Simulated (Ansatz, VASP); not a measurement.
Te: VASP beside Ansatz

```
CELL_PARAMETERS angstrom
0.00000 3.49865 3.49865
3.49865 0.00000 3.49865
3.49865 3.49865 0.00000
ATOMIC_POSITIONS crystal
Te 0.50000 0.50000 0.50000
Te 0.75000 0.75000 0.75000
```

Alike in both runs: task single point; functional PBEsol; k mesh 10 × 10 × 10; occupations gaussian, width 0.1 eV; no spin polarisation.

|  | VASP | Ansatz |
| --- | --- | --- |
| version | VASP 6.6.1 | Ansatz 0.2.0 |
| potentials or method | VASP PAW PBE potentials, release 64 (Te), cutoff 520 eV | scalar-relativistic, plane waves, PAW |
| valence electrons in the cell | 12 | 32 |

```tsv
	VASP	Ansatz	Ansatz less VASP
gap on the k mesh at the Fermi level (eV)	none	none	-
pressure (GPa)	0.9	0.8	-0.04
```

VASP's potentials were made for PBE, not for PBEsol. A gap of «none» marks a metal or a gap that the smearing closes. VASP's potentials hold 12 valence electrons a cell and Ansatz's 32, so a difference there can come from the potentials and not from the codes.

Spin-orbit coupling is off throughout.
